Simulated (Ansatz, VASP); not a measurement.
## ZrB in VASP and in Ansatz

INCAR

```
ALGO     = Normal         # electronic algorithm
EDIFF    = 1E-6           # SCF threshold, eV
ENCUT    = 520            # plane-wave cutoff, eV
GGA      = PE             # functional
ISIF     = 2              # what is computed and relaxed
ISMEAR   = 0              # smearing method
LASPH    = True           # aspherical terms in the spheres
LCHARG   = False          # write CHGCAR
LREAL    = False          # projectors in reciprocal space
LWAVE    = False          # write WAVECAR
NBANDS   = 14             # bands
NELM     = 100            # most SCF steps
PREC     = Accurate       # precision mode
SIGMA    = 0.15           # smearing width, eV
```

File KPOINTS:

```
k-points
0
Gamma
  18 18 18
```

The input POSCAR:

```
ZrB
1.0
    0.0000000000      2.3250000000      2.3250000000
    2.3250000000      0.0000000000      2.3250000000
    2.3250000000      2.3250000000      0.0000000000
Zr B
1 1
Direct
    0.0268817204     -0.0268817204      0.0268817204
    0.5000000000      0.5000000000      0.5000000000
```

Input for Ansatz:

```yaml
crystal:
  lattice:
    - [0.0, 2.325, 2.325]
    - [2.325, 0.0, 2.325]
    - [2.325, 2.325, 0.0]
  atoms:
    - { symbol: Zr, position: [0.0268817204, -0.0268817204, 0.0268817204] }
    - { symbol: B, position: [0.5, 0.5, 0.5] }
basis:
  ecutwfc: 420
kpoints:
  mp_grid: { grid: [18, 18, 18] }
hamiltonian:
  xc: pbe
scf:
  occupations: { method: gaussian, width: 0.15 }
output:
  forces: true
  stress: true
  eigenvalues: true
```

Change from the starting cell: all Zr atoms moved +0.125 Å, as atom 1 along Cartesian [0 1 0].

Alike in both runs: task single point; functional PBE; k mesh 18 × 18 × 18; occupations gaussian, width 0.15 eV; no spin polarisation.

|  | VASP | Ansatz |
| --- | --- | --- |
| version | VASP 6.6.1 | Ansatz 0.2.0 |
| potentials or method | VASP PAW PBE potentials, release 64 (Zr_sv, B), cutoff 520 eV | scalar-relativistic, plane waves, PAW |
| valence electrons in the cell | 15 | 15 |

```csv
,VASP,Ansatz,Ansatz less VASP
gap on the k mesh at the Fermi level (eV),none,none,-
rms of the force components (eV/Å),0.779,0.778,-0.0013
```

Atom by atom the forces differ by 0.001 eV/Å (rms over components). A gap of «none» marks a metal or a gap that the smearing closes. The functional is the same, so the differences come from potentials, cutoffs and numerics.
